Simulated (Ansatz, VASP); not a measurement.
One calculation of TiAl3, two programs

File INCAR:

```
ALGO = Fast
EDIFF = 1E-6
ENCUT = 520
ISIF = 2
ISMEAR = 0
LASPH = True
LCHARG = True
LELF = True
LREAL = False
LVHAR = True
LWAVE = False
NBANDS = 31
NELM = 100
PREC = Accurate
SIGMA = 0.15
```

The input KPOINTS:

```
k-points
0
Gamma
  10 8 8
```

File POSCAR:

```
TiAl3
1.0
   -3.9105245017      0.0000000000      0.0000000000
    0.0000000000      3.9105245017      3.9105245017
    0.0000000000      3.9105245017     -3.9105245017
Ti Al
2 6
Direct
    0.0000000000      0.4933001315      0.4933001315
    0.0000000000      0.0066998685      0.0066998685
    0.5000000000      0.7407940738      0.7592059262
    0.5000000000      0.2592059262      0.2407940738
    0.5000000000      0.7407940738      0.2407940738
    0.5000000000      0.2592059262      0.7592059262
    0.0000000000      0.5045113525     -0.0045113525
    0.0000000000     -0.0045113525      0.5045113525
```

Input for Ansatz:

```yaml
crystal:
  lattice:
    - [-3.9105245017, 0.0, 0.0]
    - [0.0, 3.9105245017, 3.9105245017]
    - [0.0, 3.9105245017, -3.9105245017]
  atoms:
    - { symbol: Ti, position: [0.0, 0.4933001315, 0.4933001315] }
    - { symbol: Ti, position: [0.0, 0.0066998685, 0.0066998685] }
    - { symbol: Al, position: [0.5, 0.7407940738, 0.7592059262] }
    - { symbol: Al, position: [0.5, 0.2592059262, 0.2407940738] }
    - { symbol: Al, position: [0.5, 0.7407940738, 0.2407940738] }
    - { symbol: Al, position: [0.5, 0.2592059262, 0.7592059262] }
    - { symbol: Al, position: [0.0, 0.5045113525, -0.0045113525] }
    - { symbol: Al, position: [0.0, -0.0045113525, 0.5045113525] }
basis:
  ecutwfc: 520.0
kpoints:
  mp_grid: { grid: [10, 8, 8] }
hamiltonian:
  xc: lda
  pseudopotentials: { kind: paw, azcp: { folder: soft_1 } }
scf:
  occupations: { method: gaussian, width: 0.15 }
output:
  forces: true
  stress: true
  eigenvalues: true
```

Change from the starting cell: mode 4 frozen in at -0.052 Å and mode 18 at -0.072 Å (largest displacements).

Alike in both runs: task single point; functional LDA; k mesh 10 × 8 × 8; occupations gaussian, width 0.15 eV; no spin polarisation.

```csv
,VASP,Ansatz
version,VASP 6.6.1,Ansatz 0.2.0
potentials or method,"VASP PAW LDA potentials, release 64 (Ti_sv, Al), cutoff 520 eV","scalar-relativistic, plane waves, PAW"
valence electrons in the cell,42,42
```

VASP gave:

* gap on the k mesh at the Fermi level (eV): none
* pressure (GPa): 0.7
* traceless stress, the component that is largest in VASP (GPa): -0.32
* rms of the force components (eV/Å): 0.289

Task: What did Ansatz give for the same quantities?

Result: gap on the k mesh at the Fermi level (eV): none; pressure (GPa): 0.5; traceless stress, the component that is largest in VASP (GPa): -0.31; rms of the force components (eV/Å): 0.287.

Ansatz warns that its potentials were made for another functional, while VASP's fit it. LDA's correlation is that of Perdew and Zunger in VASP and of Perdew and Wang (1992) in Ansatz. Atom by atom the forces differ by 0.002 eV/Å (rms over components). A gap of «none» marks a metal or a gap that the smearing closes.
